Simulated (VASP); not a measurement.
Wanted: the native input for a VASP 6.6.1 run.

* Task: single point
* Functional: PBE
* Potentials or basis: VASP PAW PBE potentials, release 64 (Si, C)
* Cutoff: 520 eV
* k mesh: 6 × 9 × 3
* Occupations: gaussian, width 0.05 eV
* Spin: no spin polarisation
* Dipole correction: no
* Further INCAR settings: ALGO = Normal; EDIFF = 1e-07; NBANDS = 36

The structure of SiC lies in POSCAR:

```
SiC
1.0
    4.3480000000      0.0000000000      0.0000000000
    0.0000000000      2.1740000000     -2.1740000000
    0.0000000000      7.0523300859      7.0523300859
Si C
6 6
Direct
    0.0000000000      0.0000000000      0.8477185876
    0.5000000000      0.5000000000      0.0770513140
    0.0000000000      0.0000000000      0.2311847687
    0.5000000000      0.5000000000      0.3853182235
    0.0000000000      0.0000000000      0.5394516782
    0.5000000000      0.5000000000      0.6935851329
    0.7500000000      0.0000000000      0.3853182235
    0.2500000000      0.5000000000      0.5394516782
    0.7500000000      0.0000000000      0.6935851329
    0.2500000000      0.5000000000      0.8477185876
    0.7500000000      0.0000000000      0.0770513140
    0.2500000000      0.5000000000      0.2311847687
```

These files were run (other wordings do the same):

INCAR

```
PREC     = Accurate       # precision mode
ENCUT    = 520            # plane-wave cutoff, eV
EDIFF    = 1E-7           # SCF threshold, eV
ISMEAR   = 0              # smearing method
SIGMA    = 0.05           # smearing width, eV
LREAL    = False          # projectors in reciprocal space
LASPH    = True           # aspherical terms in the spheres
NELM     = 60             # most SCF steps
ALGO     = Normal         # electronic algorithm
ISIF     = 2              # what is computed and relaxed
LWAVE    = False          # write WAVECAR
LCHARG   = False          # write CHGCAR
GGA      = PE             # functional
NBANDS   = 36             # bands
```

KPOINTS

```
Automatic mesh
0
Gamma
  6 9 3
```

Potentials or basis: VASP PAW PBE potentials, release 64 (Si, C).

Launch:

```sh
$ cat potpaw_PBE.64/Si/POTCAR potpaw_PBE.64/C/POTCAR > POTCAR
$ mpirun -np 1 vasp_std > vasp.out
```

Results of the run:

```json
{"Pressure": "-2.5 GPa", "Largest force": "2.002 eV/Å", "Band gap on the k mesh": "1.03 eV, indirect (least direct gap 1.05 eV)"}
```

Caveat: forces of over 1 eV/Å act on the atoms, so gaps and moduli don't describe the material at rest.

Run time: 110 s on 1 thread of AMD EPYC 9R45 96-Core Processor (Zen 5) (shared host), peak memory 0.27 GiB.
